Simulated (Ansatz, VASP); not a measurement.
## One calculation of Mo, two programs

```
CELL_PARAMETERS angstrom
-1.58381 1.58381 1.55213
1.58381 -1.58381 1.55213
1.58381 1.58381 -1.55213
ATOMIC_POSITIONS crystal
Mo 0.00000 0.00000 0.00000
```

Alike in both runs: functional PBE; k mesh 10 × 10 × 10; occupations fermi-dirac, width 0.05 eV; no spin polarisation.

|  | VASP | Ansatz |
| --- | --- | --- |
| version | VASP 6.6.1 | Ansatz 0.2.0 |
| potentials or method | VASP PAW PBE potentials, release 64 (Mo_sv) | Ansatz PAW |
| plane-wave cutoff (eV) | 520 | 420 |
| valence electrons in the cell | 14 | 14 |
| task | single point | band structure |

```csv
,VASP,Ansatz,Ansatz less VASP
gap on the k mesh at the Fermi level (eV),none,none,-
pressure (GPa),3.9,3.3,-0.52
"traceless stress, the component that is largest in VASP (GPa)",3.27,3.26,-0.016
```

A gap of «none» marks a metal or a gap that the smearing closes.
